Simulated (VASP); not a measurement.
# CaBi3 (Pm-3m) in VASP: a series of runs

CaBi3 is run at these levels: LDA; tasks: single point.

Program: VASP 6.6.1. These are calculated values, not measurements. Logs are shortened: lines on timing, memory, paths and dates and some standing lists are left out, and cuts for length are marked.

## 1. The cell of the first run

The structure is cubic, space group Pm-3m (No. 221). Conventional cell: a = 4.972 Å, b = 4.972 Å, c = 4.972 Å, α = 90.00°, β = 90.00°, γ = 90.00°. Ca (site symmetry m-3m) has 12 Bi at 3.52 Å within 4.6 Å. Bi (site symmetry 4/mmm) has 4 Ca at 3.52 Å and 8 Bi at 3.52 Å within 4.6 Å.

## 2. Single point, LDA

INCAR

```
SYSTEM = CaBi3
  ALGO = Normal
  EDIFF = 1E-6
  ENCUT = 520
  GGA = CA
  ISIF = 2
  ISMEAR = -1
  LASPH = .TRUE.
  LCHARG = .FALSE.
  LREAL = .FALSE.
  LWAVE = .FALSE.
  NBANDS = 36
  NELM = 80
  PREC = Accurate
  SIGMA = 0.15
```

KPOINTS

```
k-points
0
G
  5 5 5
  0 0 0
```

POSCAR

```
CaBi3
1.0
    4.9720590000      0.0000000000      0.0000000000
    0.0000000000      4.9720590000      0.0000000000
    0.0000000000      0.0000000000      4.9720590000
Ca Bi
1 3
Direct
    0.5000000000      0.5000000000      0.5000000000
    0.5000000000      0.0000000000      0.0000000000
    0.0000000000      0.5000000000      0.0000000000
    0.0000000000      0.0000000000      0.5000000000
```

Potentials or basis: VASP PAW LDA potentials, release 64 (Ca_sv, Bi_d).

Command:

```
cat potpaw_LDA.64/Ca_sv/POTCAR potpaw_LDA.64/Bi_d/POTCAR > POTCAR
mpirun -np 1 vasp_std > vasp.out
```

OUTCAR:

```text
SYSTEM = CaBi3
   EDIFF = 1E-6
   ENCUT = 520
   GGA = CA
   ISIF = 2
   ISMEAR = -1
   LASPH = .TRUE.
   LREAL = .FALSE.
   NELM = 80
   PREC = Accurate

 ion  position               nearest neighbor table
   1  0.500  0.500  0.500-   2 3.52   3 3.52   4 3.52   2 3.52   3 3.52   2 3.52   4 3.52   2 3.52
                             3 3.52   4 3.52   3 3.52   4 3.52
   2  0.500  0.000  0.000-   1 3.52   3 3.52   4 3.52   1 3.52   4 3.52   1 3.52   3 3.52   1 3.52
                             3 3.52   4 3.52   4 3.52   3 3.52
   3  0.000  0.500  0.000-   1 3.52   2 3.52   4 3.52   1 3.52   4 3.52   2 3.52   4 3.52   4 3.52
                             1 3.52   2 3.52   1 3.52   2 3.52
   4  0.000  0.000  0.500-   1 3.52   2 3.52   3 3.52   2 3.52   3 3.52   1 3.52   3 3.52   3 3.52
                             1 3.52   2 3.52   2 3.52   1 3.52

  LATTYP: Found a simple cubic cell.
 ALAT       =     4.9720590000

  Lattice vectors:

 A1 = (   4.9720590000,   0.0000000000,   0.0000000000)
 A2 = (   0.0000000000,   4.9720590000,   0.0000000000)
 A3 = (   0.0000000000,   0.0000000000,   4.9720590000)

Analysis of symmetry for initial positions (statically):
=====================================================================
 Subroutine PRICEL returns:
 Original cell was already a primitive cell.

 Routine SETGRP: Setting up the symmetry group for a
 simple cubic supercell.

 Subroutine GETGRP returns: Found 48 space group operations
 (whereof 48 operations were pure point group operations)
 out of a pool of 48 trial point group operations.

The static configuration has the point symmetry O_h .

Analysis of symmetry for dynamics (positions and initial velocities):
=====================================================================
 Subroutine PRICEL returns:
 Original cell was already a primitive cell.

 Routine SETGRP: Setting up the symmetry group for a
 simple cubic supercell.

 Subroutine GETGRP returns: Found 48 space group operations
 (whereof 48 operations were pure point group operations)
 out of a pool of 48 trial point group operations.

The dynamic configuration has the point symmetry O_h .

 Subroutine INISYM returns: Found 48 space group operations
 (whereof 48 operations are pure point group operations),
 and found     1 'primitive' translations

----------------------------------------------------------------------------------------

                                     Primitive cell

  volume of cell :     122.9161

  direct lattice vectors                    reciprocal lattice vectors
     4.972059000  0.000000000  0.000000000     0.201123921  0.000000000  0.000000000
     0.000000000  4.972059000  0.000000000     0.000000000  0.201123921  0.000000000
     0.000000000  0.000000000  4.972059000     0.000000000  0.000000000  0.201123921

  length of vectors
     4.972059000  4.972059000  4.972059000     0.201123921  0.201123921  0.201123921

  position of ions in fractional coordinates (direct lattice)
     0.500000000  0.500000000  0.500000000
     0.500000000  0.000000000  0.000000000
     0.000000000  0.500000000  0.000000000
     0.000000000  0.000000000  0.500000000

  ion indices of the primitive-cell ions
   primitive index   ion index
                 1           1
                 2           2
                 3           3
                 4           4

----------------------------------------------------------------------------------------

 KPOINTS: k-points

Automatic generation of k-mesh.
 Grid dimensions read from file:
 generate k-points for:    5    5    5

 Generating k-lattice:

  Cartesian coordinates                     Fractional coordinates (reciprocal lattice)
     0.040224784  0.000000000  0.000000000     0.200000000  0.000000000  0.000000000
     0.000000000  0.040224784  0.000000000     0.000000000  0.200000000  0.000000000
     0.000000000  0.000000000  0.040224784     0.000000000  0.000000000  0.200000000

  Length of vectors
     0.040224784  0.040224784  0.040224784

  Shift w.r.t. Gamma in fractional coordinates (k-lattice)
     0.000000000  0.000000000  0.000000000

 Subroutine IBZKPT returns following result:
 ===========================================

 Found     10 irreducible k-points:

 Following reciprocal coordinates:
            Coordinates               Weight
  0.000000  0.000000  0.000000      1.000000
  0.200000  0.000000  0.000000      6.000000
  0.400000  0.000000  0.000000      6.000000
  0.200000  0.200000  0.000000     12.000000
  0.400000  0.200000  0.000000     24.000000
  0.400000  0.400000  0.000000     12.000000
  0.200000  0.200000  0.200000      8.000000
  0.400000  0.200000  0.200000     24.000000
  0.400000  0.400000  0.200000     24.000000
  0.400000  0.400000  0.400000      8.000000
   k-points           NKPTS =     10   k-points in BZ     NKDIM =     10   number of bands    NBANDS=     36
   number of dos      NEDOS =    301   number of ions     NIONS =      4
   total plane-waves  NPLWV =  64000
   dimension x,y,z NGX =    40 NGY =   40 NGZ =   40
   dimension x,y,z NGXF=    80 NGYF=   80 NGZF=   80
   ions per type =               1   3
   NGX,Y,Z   is equivalent  to a cutoff of  13.37, 13.37, 13.37 a.u.
   NGXF,Y,Z  is equivalent  to a cutoff of  26.75, 26.75, 26.75 a.u.
 SYSTEM =  CaBi3
   PREC   = accura    normal or accurate (medium, high low for compatibility)
   ISTART =      0    job   : 0-new  1-cont  2-samecut
   ICHARG =      2    charge: 1-file 2-atom 10-const
   ISPIN  =      1    spin polarized calculation?
   LNONCOLLINEAR =      F non collinear calculations
   LSORBIT =      F    spin-orbit coupling
   LASPH  =      T    aspherical Exc in radial PAW
   ENCUT  =  520.0 eV  38.22 Ry    6.18 a.u.   9.24  9.24  9.24*2*pi/ulx,y,z
   NELM   =     80;   NELMIN=  2; NELMDL= -5     # of ELM steps
   EDIFF  = 0.1E-05   stopping-criterion for ELM
   LREAL  =      F    real-space projection
   EDIFFG = 0.1E-04   stopping-criterion for IOM
   NSW    =      0    number of steps for IOM
   IBRION =     -1    ionic relax: 0-MD 1-quasi-New 2-CG
   NFREE  =      0    steps in history (QN), initial steepest desc. (CG)
   ISIF   =      2    stress and relaxation
   ISYM   =      2    0-nonsym 1-usesym 2-fastsym
   POTIM  = 0.5000    time-step for ionic-motion
   TEBEG  =    0.0;   TEEND  =   0.0 temperature during run
   PSTRESS=    0.0 pullay stress
   NELECT =      55.0000    total number of electrons
   NUPDOWN=      -1.0000    fix difference up-down
   EMIN   =  10.00;   EMAX   =-10.00  energy-range for DOS
   EFERMI =   0.00;   METHOD = LEGACY
   ISMEAR =    -1;   SIGMA  =   0.15  broadening in eV -4-tet -1-fermi 0-gaus
   EFERMI_NEDOS =   21; number of points for ismear=-14 and -15
   IALGO  =     38    algorithm
   IMIX   =      4    mixing-type and parameters
     AMIX     =   0.40;   BMIX     =  1.00
     AMIX_MAG =   1.60;   BMIX_MAG =  1.00
  volume/ion in A,a.u.               =      30.73       207.37
  Fermi-wavevector in a.u.,A,eV,Ry     =   1.252159  2.366237 21.332601  1.567902
  Thomas-Fermi vector in A             =   2.386072
   LORBIT       =      0    0 simple, 1 ext, 2 COOP (PROOUT), +10 PAW based schemes
   GGA     = CA    functional components
   LHFCALC =     F    Hartree Fock is set to
   AEXX    =    0.0000 exact exchange contribution
   IVDW    =     0    specifies the selected vdW correction
   LEPSILON=     F    determine dielectric tensor
   LRPA    =     F    only Hartree local field effects (RPA)
 non-spin polarized calculation
  energy-cutoff  :      520.00
  volume of cell :      122.92
 maximum number of plane-waves:      3322
 NGX is ok and might be reduce to    40
   NGX = 19   NGY = 19   NGZ = 19

 number of electron      54.9999999 magnetization

 Free energy of the ion-electron system (eV)
  ---------------------------------------------------
  ext. energy  EPLUGINS =         0.00000000
  ---------------------------------------------------
  free energy    TOTEN  =       -17.72977978 eV

  energy without entropy =      -17.56266057  energy(sigma->0) =      -17.64622017

 E-fermi :   6.6282     XC(G=0): -10.1822

 val. band max:        6.5073111418   @ k =   0.2000   0.0000   0.0000
 cond. band min:       6.6350723899   @ k =   0.4000   0.2000   0.2000
 fundamental gap:      0.1277612481
 Fermi energy:         6.6282266650

 k-point     1 :       0.0000    0.0000    0.0000
  band No.  band energies     occupation
      1     -34.5361      2.00000
      2     -16.1752      2.00000
      3     -16.1752      2.00000
      4     -16.1752      2.00000
      5     -16.1670      2.00000
      6     -16.0664      2.00000
[... 28 lines left out ...]
     35       9.3255      0.00000
     36       9.3255      0.00000

 k-point     2 :       0.2000    0.0000    0.0000
  band No.  band energies     occupation
      1     -34.5360      2.00000
      2     -16.1731      2.00000
      3     -16.1612      2.00000
      4     -16.1572      2.00000
      5     -16.1572      2.00000
      6     -16.0687      2.00000
[... 28 lines left out ...]
     35       9.7449      0.00000
     36       9.7453      0.00000

 k-point     3 :       0.4000    0.0000    0.0000
  band No.  band energies     occupation
      1     -34.5359      2.00000
      2     -16.1696      2.00000
      3     -16.1511      2.00000
      4     -16.1156      2.00000
      5     -16.1156      2.00000
      6     -16.0761      2.00000
[... 28 lines left out ...]
     35      11.0076      0.00000
     36      11.0090      0.00000
[... 196 lines left out ...]
 k-point     9 :       0.4000    0.4000    0.2000
  band No.  band energies     occupation
      1     -34.5357      2.00000
      2     -16.1313      2.00000
      3     -16.1228      2.00000
      4     -16.1117      2.00000
      5     -16.1114      2.00000
      6     -16.0987      2.00000
[... 28 lines left out ...]
     35      10.4556      0.00000
     36      11.2025      0.00000

 k-point    10 :       0.4000    0.4000    0.4000
  band No.  band energies     occupation
      1     -34.5356      2.00000
      2     -16.1321      2.00000
      3     -16.1191      2.00000
      4     -16.1191      2.00000
      5     -16.1018      2.00000
      6     -16.0999      2.00000
[... 28 lines left out ...]
     35       9.8041      0.00000
     36      10.9699      0.00000

------------------------ aborting loop because EDIFF is reached ----------------------------------------

  FORCE on cell =-STRESS in cart. coord.  units (eV):
  Direction    XX          YY          ZZ          XY          YZ          ZX
  --------------------------------------------------------------------------------------
  -------------------------------------------------------------------------------------
  Total       -2.3724581     -2.3724581     -2.3724581      0.0000000     -0.0000000      0.0000000
  in kB      -30.9243309    -30.9243309    -30.9243309      0.0000000     -0.0000000      0.0000000
  external PRESSURE =     -30.9243309 kB  Pullay stress =       0.0000000 kB

 VOLUME and BASIS-vectors are now :
 -----------------------------------------------------------------------------
  energy-cutoff  :      520.00
  volume of cell :      122.92
      direct lattice vectors                 reciprocal lattice vectors
     4.972059000  0.000000000  0.000000000     0.201123921  0.000000000  0.000000000
     0.000000000  4.972059000  0.000000000     0.000000000  0.201123921  0.000000000
     0.000000000  0.000000000  4.972059000     0.000000000  0.000000000  0.201123921

 POSITION                                       TOTAL-FORCE (eV/Angst)
 -----------------------------------------------------------------------------------
      2.48603      2.48603      2.48603         0.000000      0.000000      0.000000
      2.48603      0.00000      0.00000         0.000000      0.000000      0.000000
      0.00000      2.48603      0.00000         0.000000      0.000000      0.000000
      0.00000      0.00000      2.48603         0.000000      0.000000      0.000000
 -----------------------------------------------------------------------------------
    total drift:                               -0.000000      0.000000     -0.000000

  FREE ENERGIE OF THE ION-ELECTRON SYSTEM (eV)
  ---------------------------------------------------
  free  energy   TOTEN  =       -17.7297797755 eV

  energy  without entropy=      -17.5626605729  energy(sigma->0) =      -17.64622017
```

Run time: 29 s. Hardware: 1 thread of Intel Xeon Platinum 8488C (Sapphire Rapids), shared host; peak memory 0.21 GiB.

What came out:

- Free energy: -17.7298 eV
- Pressure: -3.1 GPa
- Band gap on the k mesh: zero (an odd number of electrons rules out a gap without spin polarisation)

Levels at points of the mesh, in eV from the Fermi level:
| k point | band 23 | band 24 | band 25 | band 26 | band 27 | band 28 | band 29 | band 30 | band 31 | band 32 |
| --- | --- | --- | --- | --- | --- | --- | --- | --- | --- | --- |
| (0.00, 0.00, 0.00) | -3.61 | -3.61 | -3.61 | 0.54 | 0.54 | 0.54 | 1.01 | 1.89 | 1.89 | 2.29 |

Caveat: the cell stands under tension; spin-orbit coupling is left out, which moves the levels of the heavy elements.

## 3. Single point, LDA

INCAR

```
ALGO     = Normal         # electronic algorithm
EDIFF    = 1E-6           # SCF threshold, eV
ENCUT    = 520            # plane-wave cutoff, eV
GGA      = CA             # functional
ISIF     = 2              # what is computed and relaxed
ISMEAR   = -1             # smearing method
LASPH    = T              # aspherical terms in the spheres
LCHARG   = F              # write CHGCAR
LREAL    = F              # projectors in reciprocal space
LWAVE    = F              # write WAVECAR
NBANDS   = 36             # bands
NELM     = 60             # most SCF steps
PREC     = Accurate       # precision mode
SIGMA    = 0.15           # smearing width, eV
```

KPOINTS

```
k-points
0
Gamma
  5 5 5
```

POSCAR is that of step 2.

Potentials or basis: VASP PAW LDA potentials, release 64 (Ca_sv, Bi_d).

Command:

```
cat potpaw_LDA.64/Ca_sv/POTCAR potpaw_LDA.64/Bi_d/POTCAR > POTCAR
mpirun -np 1 vasp_std > vasp.out
```

It took 28 s on 1 thread of Intel Xeon Platinum 8488C (Sapphire Rapids), shared host; peak memory 0.21 GiB.

It converged, with:

```
Free energy            : -17.7298 eV
Pressure               : -3.1 GPa
Band gap on the k mesh : zero (an odd number of electrons rules out a gap without spin polarisation)
```

Levels at points of the mesh, in eV from the Fermi level:
| k point | band 24 | band 25 | band 26 | band 27 | band 28 | band 29 | band 30 | band 31 |
| --- | --- | --- | --- | --- | --- | --- | --- | --- |
| (0.00, 0.00, 0.00) | -3.61 | -3.61 | 0.54 | 0.54 | 0.54 | 1.01 | 1.89 | 1.89 |

Caveat: the cell stands under tension; spin-orbit coupling is left out, which moves the levels of the heavy elements.
